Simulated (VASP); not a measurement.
Set up this calculation in VASP 6.6.1, as the native input.

| Item | Value |
| --- | --- |
| Task | single point |
| Functional | PBEsol |
| Potentials or basis | VASP PAW PBE potentials, release 64 (N) |
| Cutoff | 520 eV |
| k mesh | 5 × 5 × 3 |
| Occupations | gaussian, width 0.01 eV |
| Spin | no spin polarisation |
| Dipole correction | no |
| Further INCAR settings | ALGO = Normal; EDIFF = 1e-06; NBANDS = 18 |

The structure of N lies in POSCAR:

```
N
1.0
    4.0965882847      0.0000000000      0.0000000000
   -2.0482936508      3.5477488927      0.0000000000
    0.0000000000      0.0000000000      6.8872352251
N
4
Direct
    0.3333333333      0.6666666667      0.3289300000
    0.3333333333      0.6666666667      0.1710700000
    0.6666666667      0.3333333333      0.8289300000
    0.6666666667      0.3333333333      0.6710700000
```

The input as run:

INCAR

```
  ALGO = Normal
  EDIFF = 1E-6
  ENCUT = 520
  GGA = PS
  ISIF = 2
  ISMEAR = 0
  LASPH = T
  LCHARG = T
  LELF = T
  LREAL = F
  LVHAR = T
  LWAVE = F
  NBANDS = 18
  NELM = 60
  PREC = Accurate
  SIGMA = 0.01
```

KPOINTS

```
k-points
0
Gamma
  5 5 3
```

Potentials or basis: VASP PAW PBE potentials, release 64 (N).

Launch:

```console
$ cat potpaw_PBE.64/N/POTCAR > POTCAR
$ mpirun -np 1 vasp_std > vasp.out
```

Results of the run:

```
Pressure               : 4.8 GPa
Largest force          : 4.104 eV/Å
Band gap on the k mesh : 7.12 eV, indirect (least direct gap 7.42 eV)
```

Caveat: the standard files for N, O and F lose accuracy on very short bonds; the PAW data sets were made with another functional, which shifts forces and pressure a little.

Run time: 23 s on 1 thread of AMD EPYC 7R43 64-Core Processor (Zen 3), on a shared host, peak memory 0.15 GiB.
